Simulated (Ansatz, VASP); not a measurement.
# One calculation of Sb, two programs

Contents of POSCAR:

```
Sb
1.0
   -1.5765401831      1.5765401831      2.7119384313
    1.5765401831     -1.5765401831      2.7119384313
    1.5765401831      1.5765401831     -2.7119384313
Sb
1
Direct
    0.0000000000      0.0000000000      0.0000000000
```

Contents of INCAR.step1:

```
SYSTEM = Sb
PREC = Accurate
ENCUT = 520
EDIFF = 1E-5
ISMEAR = -1
SIGMA = 0.05
LREAL = .FALSE.
LASPH = .TRUE.
NELM = 150
ALGO = Normal
ISIF = 2
LWAVE = .TRUE.
LCHARG = .FALSE.
MAGMOM = 0 0 0
LORBIT = 11
LSORBIT = .TRUE.
GGA_COMPAT = .FALSE.
LORBMOM = .TRUE.
GGA = PE
NBANDS = 16
```

The input INCAR.step2:

```
SYSTEM = Sb
PREC = Accurate
ENCUT = 520
EDIFF = 1E-6
ISMEAR = -1
SIGMA = 0.05
LREAL = .FALSE.
LASPH = .TRUE.
NELM = 150
ALGO = Normal
ISIF = 2
LWAVE = .FALSE.
LCHARG = .FALSE.
MAGMOM = 0 0 0
LORBIT = 11
LSORBIT = .TRUE.
GGA_COMPAT = .FALSE.
LORBMOM = .TRUE.
GGA = PE
LHFCALC = .TRUE.
AEXX = 0.25
PRECFOCK = Normal
ISTART = 1
NBANDS = 16
```

File KPOINTS:

```
Automatic mesh
0
G
  5 5 5
  0 0 0
```

Contents of input:

```
crystal:
  lattice:
    - [-1.5765401831, 1.5765401831, 2.7119384313]
    - [1.5765401831, -1.5765401831, 2.7119384313]
    - [1.5765401831, 1.5765401831, -2.7119384313]
  atoms:
    - { symbol: Sb, position: [0.0, 0.0, 0.0] }
hamiltonian:
  xc: pbe0
  pseudopotentials: { kind: paw_fr }
magnetization:
  noncollinear: true
  spin_orbit: true
kpoints:
  mp_grid: { grid: [5, 5, 5] }
scf:
  occupations: { method: fermi_dirac, width: 0.05 }
output:
  forces: true
  stress: true
  eigenvalues: true
```

Alike in both runs: task single point; functional PBE0; k mesh 5 × 5 × 5; occupations fermi-dirac, width 0.05 eV; non-collinear spin, spin-orbit coupling.

|  | VASP | Ansatz |
| --- | --- | --- |
| version | VASP 6.6.1 | Ansatz 0.2.0 |
| potentials or method | VASP PAW PBE potentials, release 64 (Sb) | Ansatz PAW |
| plane-wave cutoff (eV) | 520 | 420 |
| valence electrons in the cell | 5 | 15 |

VASP gave:

- pressure (GPa): -1.5
- traceless stress, the component that is largest in VASP (GPa): 0.02
- net moment per atom (μB): 0.00

Q: Estimate Ansatz's values.

A: Pressure (GPa): -0.2; traceless stress, the component that is largest in VASP (GPa): -0.23; net moment per atom (μB): 0.00.

VASP's potentials hold 5 valence electrons a cell and Ansatz's 15, so a difference there can come from the potentials and not from the codes.

The k mesh is coarse, so the values compare programs but aren't converged.
